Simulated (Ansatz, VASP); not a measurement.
## One calculation of Mo, two programs

```
Mo
1.0
     2.55343    0.00000    0.00000
     0.00000    2.55343    0.00000
     0.00000    0.00000   29.51361
Mo
2
Cartesian
  0.0000 1.2767 9.6372
  1.2767 0.0000 7.3628
```

Alike in both runs: functional PBE; k mesh 22 × 22 × 1; occupations gaussian, width 0.1 eV; no spin polarisation.

Ansatz relaxed the structure, and its values are those at the end. VASP's run is a single point on that final structure, the one shown.

|  | VASP | Ansatz |
| --- | --- | --- |
| version | VASP 6.6.1 | Ansatz 0.2.0 |
| potentials or method | VASP PAW PBE potentials, release 64 (Mo_sv), cutoff 520 eV | scalar-relativistic, plane waves, PAW |
| valence electrons in the cell | 28 | 28 |

```csv
,VASP,Ansatz,Ansatz less VASP
gap on the k mesh at the Fermi level (eV),none,none,-
rms of the force components (eV/Å),0.010,0.001,-0.0097
```

A gap of «none» marks a metal or a gap that the smearing closes. The functional is the same, so the differences come from potentials, cutoffs and numerics.
